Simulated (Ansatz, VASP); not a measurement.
Two plane-wave programs on LiF

Contents of INCAR:

```
SYSTEM = LiF
ALGO = Normal ; EDIFF = 1E-6
ENCUT = 520 ; GGA = PE
ISIF = 2 ; ISMEAR = 0
LASPH = .TRUE. ; LCHARG = .TRUE.
LELF = .TRUE. ; LREAL = .FALSE.
LVHAR = .TRUE. ; LWAVE = .FALSE.
NBANDS = 12 ; NELM = 80
PREC = Accurate ; SIGMA = 0.02
```

The input KPOINTS:

```
k-points
0
G
  10 10 10
  0 0 0
```

File POSCAR:

```
LiF
1.0
    0.0000000000      1.9924760102      1.9924760102
    1.9924760102      0.0000000000      1.9924760102
    1.9924760102      1.9924760102      0.0000000000
Li F
1 1
Direct
    0.5000000000      0.5000000000      0.5000000000
    0.0000000000      0.0000000000      0.0000000000
```

Input for Ansatz:

```yaml
crystal:
  lattice:
    - [0.0, 1.9924760102, 1.9924760102]
    - [1.9924760102, 0.0, 1.9924760102]
    - [1.9924760102, 1.9924760102, 0.0]
  atoms:
    - { symbol: Li, position: [0.5, 0.5, 0.5] }
    - { symbol: F, position: [0.0, 0.0, 0.0] }
basis:
  ecutwfc: 420
kpoints:
  mp_grid: { grid: [10, 10, 10] }
hamiltonian:
  xc: pbe
scf:
  occupations: { method: gaussian, width: 0.02 }
output:
  forces: true
  stress: true
  eigenvalues: true
```

Alike in both runs: task single point; functional PBE; k mesh 10 × 10 × 10; occupations gaussian, width 0.02 eV; no spin polarisation.

|  | VASP | Ansatz |
| --- | --- | --- |
| version | VASP 6.6.1 | Ansatz 0.2.0 |
| potentials or method | VASP PAW PBE potentials, release 64 (Li_sv, F), cutoff 520 eV | scalar-relativistic, plane waves, PAW |
| valence electrons in the cell | 10 | 10 |

```tsv
	VASP	Ansatz	Ansatz less VASP
gap on the k mesh at the Fermi level (eV)	9.38	9.38	-0.003
least direct gap on the mesh (eV)	9.38	9.38	-0.003
```

Noted on VASP's run: the cutoff is short for stress, so the pressure is rough.
